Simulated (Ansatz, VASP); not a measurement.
# Two plane-wave programs on MgS

Contents of INCAR:

```
ALGO = Normal
EDIFF = 1E-6
ENCUT = 600
GGA = PE
GGA_COMPAT = F
ISIF = 2
ISMEAR = 0
LASPH = T
LCHARG = F
LREAL = F
LWAVE = F
NBANDS = 11
NELM = 120
PREC = Accurate
SIGMA = 0.01
```

KPOINTS

```
k-points
0
Gamma
  6 6 6
```

POSCAR

```
MgS
1.0
    0.0000000000      2.8308747668      2.8308747668
    2.8308747668      0.0000000000      2.8308747668
    2.8308747668      2.8308747668      0.0000000000
Mg S
1 1
Direct
    0.0000000000      0.0000000000      0.0000000000
    0.7500000000      0.7500000000      0.7500000000
```

Input for Ansatz:

```yaml
crystal:
  lattice:
    - [0.0, 2.8308747668, 2.8308747668]
    - [2.8308747668, 0.0, 2.8308747668]
    - [2.8308747668, 2.8308747668, 0.0]
  atoms:
    - { symbol: Mg, position: [0.0, 0.0, 0.0] }
    - { symbol: S, position: [0.75, 0.75, 0.75] }
kpoints:
  mp_grid: { grid: [6, 6, 6] }
hamiltonian:
  xc: pbe
scf:
  occupations: { method: fixed }
  n_extra_bands: 4
  eigensolver: { kind: dense }
output:
  forces: true
  stress: true
  eigenvalues: true
```

Alike in both runs: task single point; functional PBE; k mesh 6 × 6 × 6; no spin polarisation.

```csv
,VASP,Ansatz
version,VASP 6.6.1,Ansatz 0.2.0
potentials or method,"VASP PAW PBE potentials, release 64 (Mg, S)",plane waves
plane-wave cutoff (eV),600,420
occupations,"gaussian, width 0.01 eV",fixed
valence electrons in the cell,8,16
```

Ansatz gave:

* gap on the k mesh at the Fermi level (eV): 3.47
* pressure (GPa): 1.1

Q: What did VASP give for the same quantities?

A: gap on the k mesh at the Fermi level (eV): 3.46; pressure (GPa): 1.0.

VASP's potentials hold 8 valence electrons a cell and Ansatz's 16, so a difference there can come from the potentials and not from the codes.
